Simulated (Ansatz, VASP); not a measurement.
# One calculation of P, two programs

```
P
1.0
     4.19820    0.00000    0.00000
     0.00000    4.19820    0.00000
     0.00000    0.00000    3.24117
P
4
Cartesian
  1.4210 0.0000 2.4309
  2.7772 0.0000 0.8103
  0.0000 1.4210 0.0000
  0.0000 2.7772 1.6206
```

Alike in both runs: task single point; functional PBE; k mesh 4 × 4 × 6; occupations gaussian, width 0.1 eV; no spin polarisation.

```csv
,VASP,Ansatz
version,VASP 6.6.1,Ansatz 0.2.0
potentials or method,"VASP PAW PBE potentials, release 64 (P), cutoff 520 eV","scalar-relativistic, plane waves, PAW"
valence electrons in the cell,20,20
```

```csv
,VASP,Ansatz,Ansatz less VASP
gap on the k mesh at the Fermi level (eV),none,none,-
pressure (GPa),26.7,27.3,+0.57
"traceless stress, the component that is largest in VASP (GPa)",-0.66,-0.48,+0.182
rms of the force components (eV/Å),0.451,0.460,+0.0090
```

Atom by atom the forces differ by 0.009 eV/Å (rms over components). A gap of «none» marks a metal or a gap that the smearing closes.

The k mesh is coarse, so the values compare programs but aren't converged.
